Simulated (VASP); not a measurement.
Wanted: the native input for a VASP 6.6.1 run.

```
Task                   : single point
Functional             : PBEsol
Potentials or basis    : VASP PAW PBE potentials, release 64 (Al, Ga_d, N)
Cutoff                 : 520 eV
k mesh                 : 6 × 8 × 6
Occupations            : gaussian, width 0.05 eV
Spin                   : no spin polarisation
Dipole correction      : no
Further INCAR settings : ALGO = Normal; EDIFF = 1e-06; NBANDS = 41
```

The structure of AlGa3N4 lies in POSCAR:

```
AlGa3N4
1.0
    5.2966217354      0.0000000000      0.0001233252
    0.0000000000      3.2599343446      0.0000000000
   -0.0036932605      0.0000000000      5.5606715498
Al Ga N
1 3 4
Direct
    0.0006034227      0.5000000000      0.6673576245
    0.4991167030      0.5000000000      0.3349195796
    0.4990273845      0.0000000000      0.8315570005
    0.9998617813      0.0000000000      0.1661805284
    0.1196687538      0.5000000000      0.3400974154
    0.1176459792      0.0000000000      0.8263760592
    0.6204436392      0.0000000000      0.1662162869
    0.6312323464      0.5000000000      0.6672965055
```

This cell differs from its parent crystal: strain +0.030 along x and y, +0.015 along z.

One way to write it, as run:

INCAR

```
PREC     = Accurate       # precision mode
ENCUT    = 520            # plane-wave cutoff, eV
EDIFF    = 1E-6           # SCF threshold, eV
ISMEAR   = 0              # smearing method
SIGMA    = 0.05           # smearing width, eV
LREAL    = F              # projectors in reciprocal space
LASPH    = T              # aspherical terms in the spheres
NELM     = 60             # most SCF steps
ALGO     = Normal         # electronic algorithm
ISIF     = 2              # what is computed and relaxed
LWAVE    = F              # write WAVECAR
LCHARG   = F              # write CHGCAR
GGA      = PS             # functional
NBANDS   = 41             # bands
```

KPOINTS

```
regular mesh
0
Gamma
  6 8 6
```

Potentials or basis: VASP PAW PBE potentials, release 64 (Al, Ga_d, N).

Command:

```console
$ cat potpaw_PBE.64/Al/POTCAR potpaw_PBE.64/Ga_d/POTCAR potpaw_PBE.64/N/POTCAR > POTCAR
$ mpirun -np 1 vasp_std > vasp.out
```

It gave:

```yaml
Pressure: -12.2 GPa
Largest_force: 0.116 eV/Å
Band_gap_on_the_k_mesh: 1.84 eV, direct
```

Caveat: the cell differs from its parent crystal (strain +0.030 along x and y, +0.015 along z); the PAW data sets were made with another functional, which shifts forces and pressure a little.

Run time: 8.1 min on 1 thread of Oxide Virtual Turin-like Processor, with other jobs on the host, peak memory 0.38 GiB.
